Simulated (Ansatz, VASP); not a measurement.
# KBr in VASP and in Ansatz

INCAR

```
PREC = Accurate ; ENCUT = 520
EDIFF = 1E-6 ; ISMEAR = 0
SIGMA = 0.05 ; LREAL = False
LASPH = True ; NELM = 80
ALGO = Normal ; ISIF = 2
LWAVE = False ; LCHARG = False
GGA = PS ; NBANDS = 15
```

Contents of KPOINTS:

```
Automatic mesh
0
Gamma
  6 6 6
```

The input POSCAR:

```
KBr
1.0
    4.1548850835     -0.6392130898     -0.6392130898
   -0.6392130898      4.1548850835     -0.6392130898
   -0.6392130898     -0.6392130898      4.1548850835
K Br
1 1
Direct
    0.0000000000      0.0000000000      0.0000000000
    0.5000000000      0.5000000000      0.5000000000
```

Input for Ansatz:

```yaml
crystal:
  lattice:
    - [4.1548850835, -0.6392130898, -0.6392130898]
    - [-0.6392130898, 4.1548850835, -0.6392130898]
    - [-0.6392130898, -0.6392130898, 4.1548850835]
  atoms:
    - { symbol: K, position: [0.0, 0.0, 0.0] }
    - { symbol: Br, position: [0.5, 0.5, 0.5] }
basis:
  ecutwfc: 420
kpoints:
  mp_grid: { grid: [6, 6, 6] }
hamiltonian:
  xc: pbesol
scf:
  occupations: { method: gaussian, width: 0.05 }
output:
  forces: true
  stress: true
  eigenvalues: true
```

Alike in both runs: task single point; functional PBEsol; k mesh 6 × 6 × 6; occupations gaussian, width 0.05 eV; no spin polarisation.

|  | VASP | Ansatz |
| --- | --- | --- |
| version | VASP 6.6.1 | Ansatz 0.2.0 |
| potentials or method | VASP PAW PBE potentials, release 64 (K_sv, Br), cutoff 520 eV | scalar-relativistic, plane waves, PAW |
| valence electrons in the cell | 16 | 16 |

Ansatz gave:

```
gap on the k mesh at the Fermi level (eV)                     : 2.61
least direct gap on the mesh (eV)                             : 2.61
pressure (GPa)                                                : 13.6
traceless stress, the component that is largest in VASP (GPa) : 14.90
```

**Question.** Estimate VASP's values.

**Answer.** gap on the k mesh at the Fermi level (eV): 2.60; least direct gap on the mesh (eV): 2.60; pressure (GPa): 13.9; traceless stress, the component that is largest in VASP (GPa): 15.19.

VASP's potentials were made for PBE, not for PBEsol.
